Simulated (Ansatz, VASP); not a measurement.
## GaAs in VASP and in Ansatz

File INCAR:

```
SYSTEM = GaAs
PREC = Accurate ; ENCUT = 520
EDIFF = 1E-8 ; ISMEAR = -1
SIGMA = 0.05 ; LREAL = .False.
LASPH = .True. ; NELM = 100
ALGO = Normal ; ISIF = 2
LWAVE = .False. ; LCHARG = .False.
LEFG = .True. ; NBANDS = 16
```

The input KPOINTS:

```
Automatic mesh
0
Gamma
  11 11 11
  0 0 0
```

POSCAR

```
GaAs
1.0
    0.0000000000      2.8268500000      2.7703130000
    2.8268500000      0.0000000000      2.7703130000
    2.8268500000      2.8268500000      0.0000000000
Ga As
1 1
Direct
    0.0000000000      0.0000000000      0.0000000000
    0.7500000000      0.7500000000      0.7500000000
```

Input for Ansatz:

```yaml
crystal:
  lattice:
    - [0.0, 2.82685, 2.770313]
    - [2.82685, 0.0, 2.770313]
    - [2.82685, 2.82685, 0.0]
  atoms:
    - { symbol: Ga, position: [0.0, 0.0, 0.0] }
    - { symbol: As, position: [0.75, 0.75, 0.75] }
kpoints:
  mp_grid: { grid: [11, 11, 11] }
scf:
  occupations: { method: fermi_dirac, width: 0.05 }
hamiltonian:
  xc: lda
  pseudopotentials: { kind: all_electron, datasets: crystal }
output:
  forces: true
  stress: true
  eigenvalues: true
  efg: { contact_densities: true }
```

Change from the starting cell: zz strain of -2 %, crystal datasets.

Alike in both runs: task electric field gradients; functional LDA; k mesh 11 × 11 × 11; occupations fermi-dirac, width 0.05 eV; no spin polarisation.

|  | VASP | Ansatz |
| --- | --- | --- |
| version | VASP 6.6.1 | Ansatz 0.2.0 |
| potentials or method | VASP PAW LDA potentials, release 64 (Ga_d, As), cutoff 520 eV | all-electron PAW with datasets made for the crystal, scalar-relativistic |

```csv
,VASP,Ansatz,Ansatz less VASP
pressure (GPa),-0.2,-0.5,-0.28
"traceless stress, the component that is largest in VASP (GPa)",0.82,0.82,+0.002
size of Vzz on the site where it differs most (V/Å²),3.4,3.7,+0.37
```

LDA's correlation is that of Perdew and Zunger in VASP and of Perdew and Wang (1992) in Ansatz. Ansatz ran all-electron here, and VASP with PAW potentials.
